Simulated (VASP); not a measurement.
# Cd2S (P3m1) in VASP: a series of runs, part 2 of 2

VASP 6.6.1.

## 3. Single point, PBEsol

INCAR reads:

```
SYSTEM = Cd2S
PREC = Accurate ; ENCUT = 520
EDIFF = 1E-7 ; ISMEAR = -1
SIGMA = 0.05 ; LREAL = .False.
LASPH = .True. ; NELM = 80
ALGO = Normal ; ISIF = 2
LWAVE = .False. ; LCHARG = .False.
GGA = PS ; NBANDS = 22
```

KPOINTS reads:

```
Automatic mesh
0
Gamma
  8 8 5
  0 0 0
```

POSCAR reads:

```
Cd2S
1.0
    3.9626700490      0.0000000000      0.0000000000
   -1.9813350245      3.4317729293      0.0000000000
    0.0000000000      0.0000000000      5.8091920000
Cd S
2 1
Direct
    0.3333333333      0.6666666667      0.9327170000
    0.6666666667      0.3333333333      0.5787350000
    0.3333333333      0.6666666667      0.3657050000
```

Potentials or basis: VASP PAW PBE potentials, release 64 (Cd, S).

Command:

```console
> cat potpaw_PBE.64/Cd/POTCAR potpaw_PBE.64/S/POTCAR > POTCAR
> mpirun -np 1 vasp_std > vasp.out
```

OUTCAR:

```text
SYSTEM = Cd2S
   PREC = Accurate
   ENCUT = 520
   EDIFF = 1E-7
   ISMEAR = -1
   LREAL = .False.
   LASPH = .True.
   NELM = 80
   ISIF = 2
   GGA = PS

 ion  position               nearest neighbor table
   1  0.333  0.667  0.933-   3 2.52   2 3.08   2 3.08   2 3.08
   2  0.667  0.333  0.579-   3 2.60   3 2.60   3 2.60   1 3.08   1 3.08   1 3.08
   3  0.333  0.667  0.366-   1 2.52   2 2.60   2 2.60   2 2.60

  LATTYP: Found a hexagonal cell.
 ALAT       =     3.9626700490
 C/A-ratio  =     1.4659792332

  Lattice vectors:

 A1 = (   3.9626700490,   0.0000000000,   0.0000000000)
 A2 = (  -1.9813350245,   3.4317729293,   0.0000000000)
 A3 = (   0.0000000000,   0.0000000000,   5.8091920000)

Analysis of symmetry for initial positions (statically):
=====================================================================
 Subroutine PRICEL returns:
 Original cell was already a primitive cell.

 Routine SETGRP: Setting up the symmetry group for a
 hexagonal supercell.

 Subroutine GETGRP returns: Found  6 space group operations
 (whereof  6 operations were pure point group operations)
 out of a pool of 24 trial point group operations.

The static configuration has the point symmetry C_3v.

Analysis of symmetry for dynamics (positions and initial velocities):
=====================================================================
 Subroutine PRICEL returns:
 Original cell was already a primitive cell.

 Routine SETGRP: Setting up the symmetry group for a
 hexagonal supercell.

 Subroutine GETGRP returns: Found  6 space group operations
 (whereof  6 operations were pure point group operations)
 out of a pool of 24 trial point group operations.

The dynamic configuration has the point symmetry C_3v.

 Subroutine INISYM returns: Found  6 space group operations
 (whereof  6 operations are pure point group operations),
 and found     1 'primitive' translations

----------------------------------------------------------------------------------------

                                     Primitive cell

  volume of cell :      78.9991

  direct lattice vectors                    reciprocal lattice vectors
     3.962670049  0.000000000  0.000000000     0.252355101  0.145697285  0.000000000
    -1.981335025  3.431772929  0.000000000     0.000000000  0.291394571  0.000000000
     0.000000000  0.000000000  5.809192000     0.000000000  0.000000000  0.172140979

  length of vectors
     3.962670049  3.962670049  5.809192000     0.291394571  0.291394571  0.172140979

  position of ions in fractional coordinates (direct lattice)
     0.333333333  0.666666667  0.932717000
     0.666666667  0.333333333  0.578735000
     0.333333333  0.666666667  0.365705000

  ion indices of the primitive-cell ions
   primitive index   ion index
                 1           1
                 2           2
                 3           3

----------------------------------------------------------------------------------------

 KPOINTS: Automatic mesh

Automatic generation of k-mesh.
 Grid dimensions read from file:
 generate k-points for:    8    8    5

 Generating k-lattice:

  Cartesian coordinates                     Fractional coordinates (reciprocal lattice)
     0.031544388  0.018212161  0.000000000     0.125000000 -0.000000000  0.000000000
     0.000000000  0.036424321  0.000000000     0.000000000  0.125000000  0.000000000
     0.000000000  0.000000000  0.034428196     0.000000000  0.000000000  0.200000000

  Length of vectors
     0.036424321  0.036424321  0.034428196

  Shift w.r.t. Gamma in fractional coordinates (k-lattice)
     0.000000000  0.000000000  0.000000000

 Subroutine IBZKPT returns following result:
 ===========================================

 Found     40 irreducible k-points:

 Following reciprocal coordinates:
            Coordinates               Weight
  0.000000  0.000000  0.000000      1.000000
  0.125000 -0.000000  0.000000      6.000000
  0.250000 -0.000000  0.000000      6.000000
  0.375000 -0.000000  0.000000      6.000000
  0.500000 -0.000000  0.000000      3.000000
  0.125000  0.125000  0.000000      6.000000
[... 16 lines left out ...]
 -0.125000  0.500000  0.200000     12.000000
  0.250000  0.250000  0.200000     12.000000
 [... further k-points ...]
   k-points           NKPTS =     40   k-points in BZ     NKDIM =     40   number of bands    NBANDS=     22
   number of dos      NEDOS =    301   number of ions     NIONS =      3
   total plane-waves  NPLWV =  43200
   dimension x,y,z NGX =    30 NGY =   30 NGZ =   48
   dimension x,y,z NGXF=    60 NGYF=   60 NGZF=   96
   ions per type =               2   1
   NGX,Y,Z   is equivalent  to a cutoff of  12.59, 12.59, 13.74 a.u.
   NGXF,Y,Z  is equivalent  to a cutoff of  25.17, 25.17, 27.47 a.u.
 SYSTEM =  Cd2S
   PREC   = accura    normal or accurate (medium, high low for compatibility)
   ISTART =      0    job   : 0-new  1-cont  2-samecut
   ICHARG =      2    charge: 1-file 2-atom 10-const
   ISPIN  =      1    spin polarized calculation?
   LNONCOLLINEAR =      F non collinear calculations
   LSORBIT =      F    spin-orbit coupling
   LASPH  =      T    aspherical Exc in radial PAW
   ENCUT  =  520.0 eV  38.22 Ry    6.18 a.u.   7.37  7.37 10.80*2*pi/ulx,y,z
   NELM   =     80;   NELMIN=  2; NELMDL= -5     # of ELM steps
   EDIFF  = 0.1E-06   stopping-criterion for ELM
   LREAL  =      F    real-space projection
   EDIFFG = 0.1E-05   stopping-criterion for IOM
   NSW    =      0    number of steps for IOM
   IBRION =     -1    ionic relax: 0-MD 1-quasi-New 2-CG
   NFREE  =      0    steps in history (QN), initial steepest desc. (CG)
   ISIF   =      2    stress and relaxation
   ISYM   =      2    0-nonsym 1-usesym 2-fastsym
   POTIM  = 0.5000    time-step for ionic-motion
   TEBEG  =    0.0;   TEEND  =   0.0 temperature during run
   PSTRESS=    0.0 pullay stress
   NELECT =      30.0000    total number of electrons
   NUPDOWN=      -1.0000    fix difference up-down
   EMIN   =  10.00;   EMAX   =-10.00  energy-range for DOS
   EFERMI =   0.00;   METHOD = LEGACY
   ISMEAR =    -1;   SIGMA  =   0.05  broadening in eV -4-tet -1-fermi 0-gaus
   EFERMI_NEDOS =   21; number of points for ismear=-14 and -15
   IALGO  =     38    algorithm
   IMIX   =      4    mixing-type and parameters
     AMIX     =   0.40;   BMIX     =  1.00
     AMIX_MAG =   1.60;   BMIX_MAG =  1.00
  volume/ion in A,a.u.               =      26.33       177.70
  Fermi-wavevector in a.u.,A,eV,Ry     =   1.185517  2.240303 19.122322  1.405451
  Thomas-Fermi vector in A             =   2.321709
   LORBIT       =      0    0 simple, 1 ext, 2 COOP (PROOUT), +10 PAW based schemes
   GGA     = PS    functional components
   LHFCALC =     F    Hartree Fock is set to
   AEXX    =    0.0000 exact exchange contribution
   IVDW    =     0    specifies the selected vdW correction
   LEPSILON=     F    determine dielectric tensor
   LRPA    =     F    only Hartree local field effects (RPA)
 non-spin polarized calculation
  energy-cutoff  :      520.00
  volume of cell :       79.00
 maximum number of plane-waves:      2170
 NGX is ok and might be reduce to    30
   NGX = 15   NGY = 15   NGZ = 21

 number of electron      29.9999999 magnetization

 Free energy of the ion-electron system (eV)
  ---------------------------------------------------
  ext. energy  EPLUGINS =         0.00000000
  ---------------------------------------------------
  free energy    TOTEN  =        -7.26370415 eV

  energy without entropy =       -7.26196848  energy(sigma->0) =       -7.26283631

 E-fermi :   1.3151     XC(G=0):  -9.4941

 val. band max:        1.1838559548   @ k =   0.3750   0.2500   0.2000
 cond. band min:       1.4069455341   @ k =   0.5000  -0.0000   0.2000
 fundamental gap:      0.2230895793
 Fermi energy:         1.3150685811

 k-point     1 :       0.0000    0.0000    0.0000
  band No.  band energies     occupation
      1     -11.4071      2.00000
      2      -7.0949      2.00000
      3      -7.0949      2.00000
      4      -7.0084      2.00000
      5      -7.0084      2.00000
      6      -6.9227      2.00000
[... 14 lines left out ...]
     21       9.5050      0.00000
     22      11.1135      0.00000

 k-point     2 :       0.1250   -0.0000    0.0000
  band No.  band energies     occupation
      1     -11.3541      2.00000
      2      -7.1020      2.00000
      3      -7.0929      2.00000
      4      -7.0061      2.00000
      5      -6.9745      2.00000
      6      -6.8778      2.00000
[... 542 lines left out ...]
 k-point    24 :       0.2500    0.2500    0.2000
  band No.  band energies     occupation
      1     -11.0073      2.00000
      2      -7.1564      2.00000
      3      -7.0921      2.00000
      4      -6.9566      2.00000
      5      -6.9325      2.00000
      6      -6.8081      2.00000
[... 14 lines left out ...]
     21       8.7596      0.00000
     22       9.6304      0.00000

 [... further k-points ...]
[... 5 lines left out ...]
  --------------------------------------------------------------------------------------
  -------------------------------------------------------------------------------------
  Total       -1.2324300     -1.2324300     -1.5763762      0.0000000      0.0000000      0.0000000
  in kB      -24.9948566    -24.9948566    -31.9704134      0.0000000      0.0000000      0.0000000
  external PRESSURE =     -27.3200422 kB  Pullay stress =       0.0000000 kB

 VOLUME and BASIS-vectors are now :
 -----------------------------------------------------------------------------
  energy-cutoff  :      520.00
  volume of cell :       79.00
      direct lattice vectors                 reciprocal lattice vectors
     3.962670049  0.000000000  0.000000000     0.252355101  0.145697285  0.000000000
    -1.981335025  3.431772929  0.000000000     0.000000000  0.291394571  0.000000000
     0.000000000  0.000000000  5.809192000     0.000000000  0.000000000  0.172140979

 POSITION                                       TOTAL-FORCE (eV/Angst)
 -----------------------------------------------------------------------------------
     -0.00000      2.28785      5.41833        -0.000000      0.000000      0.007162
      1.98134      1.14392      3.36198         0.000000     -0.000000     -0.119098
     -0.00000      2.28785      2.12445        -0.000000     -0.000000      0.111936
 -----------------------------------------------------------------------------------
    total drift:                                0.000000     -0.000000     -0.000631

  FREE ENERGIE OF THE ION-ELECTRON SYSTEM (eV)
  ---------------------------------------------------
  free  energy   TOTEN  =        -7.2637041469 eV

  energy  without entropy=       -7.2619684825  energy(sigma->0) =       -7.26283631
```

It took 62 s on 1 thread of Intel Xeon Platinum 8488C (Sapphire Rapids), shared host; peak memory 0.22 GiB.

What came out:

```
Free energy            : -7.2637 eV
Pressure               : -2.7 GPa
Largest force          : 0.119 eV/Å
Band gap on the k mesh : 0.22 eV, indirect (least direct gap 0.56 eV)
```

Forces in eV/Å, atoms in the order of the input:
```
Cd   0.000  0.000  0.007
Cd   0.000  0.000 -0.119
S    0.000  0.000  0.112
```

Stress tensor (GPa, compression positive):
```
-2.50  0.00  0.00
 0.00 -2.50  0.00
 0.00  0.00 -3.20
```

Caveat: the PAW data sets were made with another functional, which shifts forces and pressure a little.

## 4. Single point, LDA

INCAR reads:

```
PREC = Accurate ; ENCUT = 520
EDIFF = 1E-7 ; ISMEAR = -1
SIGMA = 0.05 ; LREAL = False
LASPH = True ; NELM = 100
ALGO = Normal ; ISIF = 2
LWAVE = False ; LCHARG = False
NBANDS = 22
```

KPOINTS reads:

```
regular mesh
0
Gamma
  8 8 5
```

POSCAR is that of step 3.

Potentials or basis: VASP PAW LDA potentials, release 64 (Cd, S).

Command:

```console
> cat potpaw_LDA.64/Cd/POTCAR potpaw_LDA.64/S/POTCAR > POTCAR
> mpirun -np 1 vasp_std > vasp.out
```

OUTCAR:

```text
PREC = Accurate
   ENCUT = 520
   EDIFF = 1E-7
   ISMEAR = -1
   LREAL = False
   LASPH = True
   NELM = 100
   ISIF = 2

 ion  position               nearest neighbor table
   1  0.333  0.667  0.933-   3 2.52   2 3.08   2 3.08   2 3.08
   2  0.667  0.333  0.579-   3 2.60   3 2.60   3 2.60   1 3.08   1 3.08   1 3.08
   3  0.333  0.667  0.366-   1 2.52   2 2.60   2 2.60   2 2.60

  LATTYP: Found a hexagonal cell.
 ALAT       =     3.9626700490
 C/A-ratio  =     1.4659792332

  Lattice vectors:

 A1 = (   3.9626700490,   0.0000000000,   0.0000000000)
 A2 = (  -1.9813350245,   3.4317729293,   0.0000000000)
[... 784 lines left out ...]

 [... further k-points ...]
[... 5 lines left out ...]
  --------------------------------------------------------------------------------------
  -------------------------------------------------------------------------------------
  Total       -2.0154941     -2.0154941     -2.7261035      0.0000000      0.0000000      0.0000000
  in kB      -40.8761452    -40.8761452    -55.2879812      0.0000000      0.0000000      0.0000000
  external PRESSURE =     -45.6800905 kB  Pullay stress =       0.0000000 kB

 VOLUME and BASIS-vectors are now :
 -----------------------------------------------------------------------------
  energy-cutoff  :      520.00
  volume of cell :       79.00
      direct lattice vectors                 reciprocal lattice vectors
     3.962670049  0.000000000  0.000000000     0.252355101  0.145697285  0.000000000
    -1.981335025  3.431772929  0.000000000     0.000000000  0.291394571  0.000000000
     0.000000000  0.000000000  5.809192000     0.000000000  0.000000000  0.172140979

 POSITION                                       TOTAL-FORCE (eV/Angst)
 -----------------------------------------------------------------------------------
     -0.00000      2.28785      5.41833         0.000000     -0.000000     -0.012211
      1.98134      1.14392      3.36198        -0.000000      0.000000     -0.145557
     -0.00000      2.28785      2.12445         0.000000     -0.000000      0.157768
 -----------------------------------------------------------------------------------
    total drift:                                0.000000     -0.000000     -0.000564

  FREE ENERGIE OF THE ION-ELECTRON SYSTEM (eV)
  ---------------------------------------------------
  free  energy   TOTEN  =        -8.0741501420 eV

  energy  without entropy=       -8.0725391764  energy(sigma->0) =       -8.07334466
```

OSZICAR:

```text
N       E                     dE             d eps       ncg     rms          rms(c)
DAV:   1     0.211558653739E+03    0.21156E+03   -0.15041E+04  1760   0.127E+03
DAV:   2     0.845966795615E+00   -0.21071E+03   -0.20061E+03  1946   0.330E+02
DAV:   3    -0.875850676452E+01   -0.96045E+01   -0.95377E+01  2124   0.715E+01
DAV:   4    -0.884314260042E+01   -0.84636E-01   -0.84617E-01  1916   0.615E+00
DAV:   5    -0.884420547910E+01   -0.10629E-02   -0.10629E-02  2168   0.676E-01    0.808E+00
DAV:   6    -0.810313015144E+01    0.74108E+00   -0.15714E+00  2304   0.121E+01    0.605E+00
DAV:   7    -0.808604579541E+01    0.17084E-01   -0.36737E-01  2072   0.375E+00    0.289E+00
DAV:   8    -0.807646661794E+01    0.95792E-02   -0.53161E-02  1922   0.209E+00    0.307E-01
DAV:   9    -0.807415792762E+01    0.23087E-02   -0.13056E-02  2212   0.108E+00    0.173E-01
DAV:  10    -0.807415442145E+01    0.35062E-05   -0.99678E-04  1970   0.277E-01    0.875E-02
DAV:  11    -0.807415299069E+01    0.14308E-05   -0.13214E-04  1988   0.764E-02    0.210E-02
DAV:  12    -0.807415040507E+01    0.25856E-05   -0.20027E-05  2054   0.300E-02    0.133E-02
DAV:  13    -0.807415033557E+01    0.69496E-07   -0.56440E-06  2122   0.215E-02    0.643E-03
DAV:  14    -0.807415013259E+01    0.20298E-06   -0.78856E-07  2088   0.808E-03    0.147E-03
DAV:  15    -0.807415014200E+01   -0.94055E-08   -0.11329E-07  1354   0.215E-03
   1 F= -.80741501E+01 E0= -.80733447E+01  d E =-.161097E-02
```

It took 65 s on 1 thread of Intel Xeon Platinum 8488C (Sapphire Rapids), shared host; peak memory 0.2 GiB.

Results:

| Quantity | Value |
| --- | --- |
| Free energy | -8.0742 eV |
| Pressure | -4.6 GPa |
| Largest force | 0.158 eV/Å |
| Band gap on the k mesh | 0.24 eV, indirect (least direct gap 0.56 eV) |

Forces in eV/Å, atoms in the order of the input:
```
Cd   0.000  0.000 -0.012
Cd   0.000  0.000 -0.146
S    0.000  0.000  0.158
```

Levels at points of the mesh, in eV from the valence-band top:
| k point | band 11 | band 12 | band 13 | band 14 | band 15 | band 16 | band 17 | band 18 | band 19 | band 20 |
| --- | --- | --- | --- | --- | --- | --- | --- | --- | --- | --- |
| (0.00, 0.00, 0.00) | -7.54 | -4.42 | -3.64 | -0.59 | -0.59 | 3.12 | 5.03 | 6.80 | 6.80 | 8.26 |
| (0.50, 0.00, 0.00) | -7.37 | -4.41 | -2.90 | -1.48 | -1.24 | 0.63 | 3.13 | 4.70 | 5.82 | 7.41 |

A k mesh can miss the band edges.

## 5. Single point, PBE

INCAR reads:

```
  ALGO = Normal
  EDIFF = 1E-6
  ENCUT = 520
  GGA = PE
  ISIF = 2
  ISMEAR = -1
  LASPH = True
  LCHARG = False
  LREAL = False
  LWAVE = False
  NBANDS = 22
  NELM = 60
  PREC = Accurate
  SIGMA = 0.05
```

KPOINTS reads:

```
k-points
0
Gamma
  8 8 5
```

POSCAR is that of step 4.

Potentials or basis: VASP PAW PBE potentials, release 64 (Cd, S).

Command:

```console
> cat potpaw_PBE.64/Cd/POTCAR potpaw_PBE.64/S/POTCAR > POTCAR
> mpirun -np 1 vasp_std > vasp.out
```

It took 58 s on 1 thread of Intel Xeon Platinum 8488C (Sapphire Rapids), shared host; peak memory 0.22 GiB.

It converged, with:

```
Free energy            : -6.2406 eV
Pressure               : 0.1 GPa
Largest force          : 0.053 eV/Å
Band gap on the k mesh : 0.23 eV, indirect (least direct gap 0.57 eV)
```

Forces in eV/Å, atoms in the order of the input:
```
Cd   0.000  0.000  0.023
Cd   0.000  0.000 -0.053
S    0.000  0.000  0.030
```

Stress tensor (GPa, compression positive):
```
0.10 0.00 0.00
0.00 0.10 0.00
0.00 0.00 0.20
```

Levels at points of the mesh, in eV from the valence-band top:
| k point | band 13 | band 14 | band 15 | band 16 | band 17 | band 18 |
| --- | --- | --- | --- | --- | --- | --- |
| (0.00, 0.00, 0.00) | -3.65 | -0.69 | -0.69 | 3.24 | 5.09 | 6.85 |
| (0.50, 0.00, 0.00) | -2.96 | -1.56 | -1.21 | 0.60 | 3.20 | 4.77 |

## 6. Single point, LDA

This run uses another cell than the first one, of 26.86 Å³/atom, 1.020 times its volume.

INCAR reads:

```
PREC = Accurate
ENCUT = 520
EDIFF = 1E-6
ISMEAR = -1
SIGMA = 0.05
LREAL = F
LASPH = T
NELM = 80
ALGO = Normal
ISIF = 2
LWAVE = F
LCHARG = T
GGA = CA
LELF = T
LVHAR = T
NBANDS = 22
```

KPOINTS reads:

```
Automatic mesh
0
Gamma
  8 8 5
```

POSCAR reads:

```
Cd2S
1.0
    3.9889136618      0.0000000000      0.0000000000
   -1.9944568309      3.4545005647      0.0000000000
    0.0000000000      0.0000000000      5.8476645914
Cd S
2 1
Direct
    0.3333333333      0.6666666667      0.9327170000
    0.6666666667      0.3333333333      0.5787350000
    0.3333333333      0.6666666667      0.3657050000
```

Potentials or basis: VASP PAW LDA potentials, release 64 (Cd, S).

Command:

```console
> cat potpaw_LDA.64/Cd/POTCAR potpaw_LDA.64/S/POTCAR > POTCAR
> mpirun -np 1 vasp_std > vasp.out
```

It took 50 s on 1 thread of Intel Xeon Platinum 8488C (Sapphire Rapids), shared host; peak memory 0.2 GiB.

The run converged. Its results:

- Free energy: -8.0260 eV
- Pressure: -5.2 GPa
- Largest force: 0.217 eV/Å
- Band gap on the k mesh: 0.25 eV, indirect (least direct gap 0.56 eV)

Forces on the atoms (eV/Å):
```
Cd   0.000  0.000  0.029
Cd   0.000  0.000 -0.217
S    0.000  0.000  0.189
```

Stress tensor (GPa, compression positive):
```
-4.63  0.00  0.00
 0.00 -4.63  0.00
 0.00  0.00 -6.43
```

Levels at points of the mesh, in eV from the valence-band top:
| k point | band 11 | band 12 | band 13 | band 14 | band 15 | band 16 | band 17 | band 18 | band 19 | band 20 |
| --- | --- | --- | --- | --- | --- | --- | --- | --- | --- | --- |
| (0.00, 0.00, 0.00) | -7.52 | -4.35 | -3.57 | -0.58 | -0.58 | 3.08 | 4.97 | 6.76 | 6.76 | 8.17 |
| (0.50, 0.00, 0.00) | -7.36 | -4.31 | -2.83 | -1.44 | -1.24 | 0.65 | 3.11 | 4.70 | 5.76 | 7.34 |

A k mesh can miss the band edges.

## 7. Summary

| level | potentials or basis | cell | gap on the mesh (eV) | pressure (GPa) | largest force (eV/Å) |
| --- | --- | --- | --- | --- | --- |
| LDA | VASP PAW LDA potentials, release 64 (Cd, S) | a = 3.963, b = 3.963, c = 5.809 Å, angles 90.0, 90.0, 120.0°, 3 atoms | 0.24 | -4.6 | 0.16 |
| PBEsol | VASP PAW PBE potentials, release 64 (Cd, S) | a = 3.963, b = 3.963, c = 5.809 Å, angles 90.0, 90.0, 120.0°, 3 atoms | 0.22 | -2.7 | 0.12 |
| PBE | VASP PAW PBE potentials, release 64 (Cd, S) | a = 3.963, b = 3.963, c = 5.809 Å, angles 90.0, 90.0, 120.0°, 3 atoms | 0.23 | 0.1 | 0.05 |
| LDA | VASP PAW LDA potentials, release 64 (Cd, S) | a = 3.989, b = 3.989, c = 5.848 Å, angles 90.0, 90.0, 120.0°, 3 atoms | 0.25 | -5.2 | 0.22 |

Alike in all rows: task single point; no spin polarisation; k mesh 8 × 8 × 5; cutoff (eV) 520; smearing fermi-dirac 0.05 eV.

Caveats: the PAW data sets were made with another functional, which shifts forces and pressure a little (some runs).

Total energies depend on the potentials used, so only differences within one code and one set of settings carry meaning.
